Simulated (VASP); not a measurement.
GaP:

```
CELL_PARAMETERS angstrom
0.00000 2.72540 2.72540
2.72540 0.00000 2.72540
2.72540 2.72540 0.00000
ATOMIC_POSITIONS crystal
Ga 0.00000 0.00000 0.00000
P 0.25000 0.25000 0.25000
```

Program: VASP 6.6.1. Alike in all runs: task single point; potentials or basis VASP PAW PBE potentials, release 64 (Ga_d, P); no spin polarisation; cell as given; smearing gaussian 0.01 eV.

Task: Order these runs on this cell by their band gap on the k mesh, lowest first.
A. level HSE06; k mesh 4 × 4 × 4; cutoff (eV) 520; grid for exact exchange (PRECFOCK) Normal; screening parameter 0.2079 1/Å
B. level PBEsol+D3(BJ); k mesh 6 × 6 × 6; cutoff (eV) 500
C. level PBE-based screened hybrid; k mesh 4 × 4 × 4; cutoff (eV) 520; grid for exact exchange (PRECFOCK) Normal; screening parameter 0.1 1/Å; share of exact exchange 0.5
D. level PBEsol; k mesh 6 × 6 × 6, shifted; cutoff (eV) 500

Result: B (1.51 eV), D (1.76 eV), A (2.31 eV), C (3.71 eV).

Caveats: some runs use coarse meshes.

A k mesh can miss the band edges.
